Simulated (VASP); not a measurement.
## CdTe: single point with PBE

Crystal: CdTe.

```
Cd Te
1.0
     0.00000    3.34555    3.34555
     3.34555    0.00000    3.34555
     3.34555    3.34555    0.00000
Cd Te
1 1
Direct
  0.00000 0.00000 0.00000
  0.25000 0.25000 0.25000
```

This cell differs from its parent crystal: strain +2.0%.

```
Program             : VASP 6.6.1
Task                : single point
Functional          : PBE
Potentials or basis : VASP PAW PBE potentials, release 64 (Cd, Te)
Cutoff              : 520 eV
k mesh              : 6 × 6 × 6
Occupations         : fermi-dirac, width 0.02 eV
Spin                : no spin polarisation
```

```yaml
Pressure: -1.0 GPa
Band_gap_on_the_k_mesh: 0.48 eV, direct
```

Levels at points of the mesh, in eV from the valence-band top:
| k point | band 7 | band 8 | band 9 | band 10 | band 11 | band 12 |
| --- | --- | --- | --- | --- | --- | --- |
| (0.00, 0.00, 0.00) | 0.00 | 0.00 | 0.00 | 0.48 | 4.65 | 4.65 |
| (0.50, 0.00, 0.00) | -3.91 | -0.64 | -0.64 | 1.72 | 5.21 | 5.21 |
| (0.50, 0.50, 0.00) | -3.87 | -1.56 | -1.56 | 2.66 | 2.80 | 8.35 |

Run time: 12 s on 1 thread of Intel(R) Xeon(R) Platinum 8559C (Emerald Rapids), on a shared host, peak memory 0.21 GiB.

Caveat: the cell differs from its parent crystal (strain +2.0%); spin-orbit coupling is left out, which moves the levels of the heavy elements.
